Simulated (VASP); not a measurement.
Wanted: the native input for a VASP 6.6.1 run.

```
Task                   : single point
Functional             : r2SCAN
Potentials or basis    : VASP PAW PBE potentials, release 64 (Al, N)
Cutoff                 : 520 eV
k mesh                 : 10 × 10 × 10
Occupations            : gaussian, width 0.05 eV
Spin                   : no spin polarisation
Dipole correction      : no
Further INCAR settings : ALGO = Normal; EDIFF = 1e-07; NBANDS = 11
```

AlN:

```
Al N
1.0
     0.00000    2.11935    2.25045
     2.11935    0.00000    2.25045
     2.11935    2.11935    0.00000
Al N
1 1
Direct
  0.00000 0.00000 0.00000
  0.75000 0.75000 0.75000
```

This cell differs from its parent crystal: strain -0.030 along x and y, +0.030 along z.

These files were run (other wordings do the same):

POSCAR

```
AlN
1.0
    0.0000000000      2.1193536074      2.2504476450
    2.1193536074      0.0000000000      2.2504476450
    2.1193536074      2.1193536074      0.0000000000
Al N
1 1
Direct
    0.0000000000      0.0000000000      0.0000000000
    0.7500000000      0.7500000000      0.7500000000
```

INCAR.step1

```
SYSTEM = AlN
PREC = Accurate ; ENCUT = 520
ISMEAR = 0 ; SIGMA = 0.05
LREAL = .FALSE. ; LASPH = .TRUE.
NELM = 80 ; NBANDS = 11
GGA = PE ; ALGO = Normal
EDIFF = 1E-4 ; LWAVE = .TRUE.
LCHARG = .FALSE.
```

INCAR.step2

```
SYSTEM = AlN
PREC = Accurate ; ENCUT = 520
EDIFF = 1E-7 ; ISMEAR = 0
SIGMA = 0.05 ; LREAL = .FALSE.
LASPH = .TRUE. ; NELM = 80
ALGO = Normal ; ISIF = 2
LWAVE = .FALSE. ; LCHARG = .TRUE.
METAGGA = R2SCAN ; LMIXTAU = .TRUE.
LELF = .TRUE. ; LVHAR = .TRUE.
NBANDS = 11 ; ISTART = 1
```

KPOINTS

```
regular mesh
0
G
  10 10 10
  0 0 0
```

Potentials or basis: VASP PAW PBE potentials, release 64 (Al, N).

Command:

```bash
$ cat potpaw_PBE.64/Al/POTCAR potpaw_PBE.64/N/POTCAR > POTCAR
$ cp INCAR.step1 INCAR
$ mpirun -np 1 vasp_std > vasp.out
$ cp INCAR.step2 INCAR
$ mpirun -np 1 vasp_std > vasp.out
```

It gave:

```
Pressure               : 6.3 GPa
Band gap on the k mesh : 3.75 eV, indirect (least direct gap 5.05 eV)
```

Caveat: the cell differs from its parent crystal (strain -0.030 along x and y, +0.030 along z); the PAW data sets were made with another functional, which shifts forces and pressure a little.

Run time: 39 s on 1 thread of Intel(R) Xeon(R) Platinum 8559C (Emerald Rapids) (shared host), peak memory 0.15 GiB.
